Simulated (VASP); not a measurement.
Write the native input for VASP 6.6.1 that does the following.

* Task: relaxation of cell and atoms
* Functional: LDA
* Potentials or basis: VASP PAW LDA potentials, release 64 (Be, Pd)
* Cutoff: 600 eV
* k mesh: 12 × 12 × 12
* Occupations: fermi-dirac, width 0.05 eV
* Spin: no spin polarisation
* Dipole correction: no
* Further INCAR settings: ALGO = Normal; EDIFF = 1e-06; ISYM = 0; IBRION = 2; EDIFFG = -0.05; NSW = 100; ISIF = 3

The structure of BePd lies in POSCAR:

```
BePd
1.0
    2.8130000000      0.0000000000      0.0000000000
    0.0000000000      2.8130000000      0.0000000000
    0.0000000000      0.0000000000      2.8130000000
Be Pd
1 1
Direct
    0.0000000000      0.0000000000      0.0000000000
    0.5000000000      0.5000000000      0.5000000000
```

The input as run:

INCAR

```
PREC = Accurate ; ENCUT = 600
EDIFF = 1E-6 ; ISMEAR = -1
SIGMA = 0.05 ; LREAL = False
LASPH = True ; NELM = 60
ALGO = Normal ; ISIF = 3
LWAVE = False ; LCHARG = False
GGA = CA ; IBRION = 2
NSW = 100 ; EDIFFG = -0.05
ISYM = 0
```

KPOINTS

```
Automatic mesh
0
Gamma
  12 12 12
```

Potentials or basis: VASP PAW LDA potentials, release 64 (Be, Pd).

Command:

```bash
$ cat potpaw_LDA.64/Be/POTCAR potpaw_LDA.64/Pd/POTCAR > POTCAR
$ mpirun -np 1 vasp_std > vasp.out
```

Results of the run:

* Relaxed volume: 10.70 Å³/atom
* Relaxed cell: a = 2.776 Å, b = 2.776 Å, c = 2.776 Å, α = 90.00°, β = 90.00°, γ = 90.00°
* Space group after relaxing (to 0.1 Å): Pm-3m (No. 221)
* Energy gained by relaxing: 10.4 meV/atom
* Ionic steps: 3
* Pressure after relaxing: 0.0 GPa
* Band gap on the k mesh: zero (bands 6 and 7 overlap by 6.26 eV)

It took 92 s on 1 thread of Intel(R) Xeon(R) 6975P-C (Granite Rapids) (shared host), peak memory 0.39 GiB.
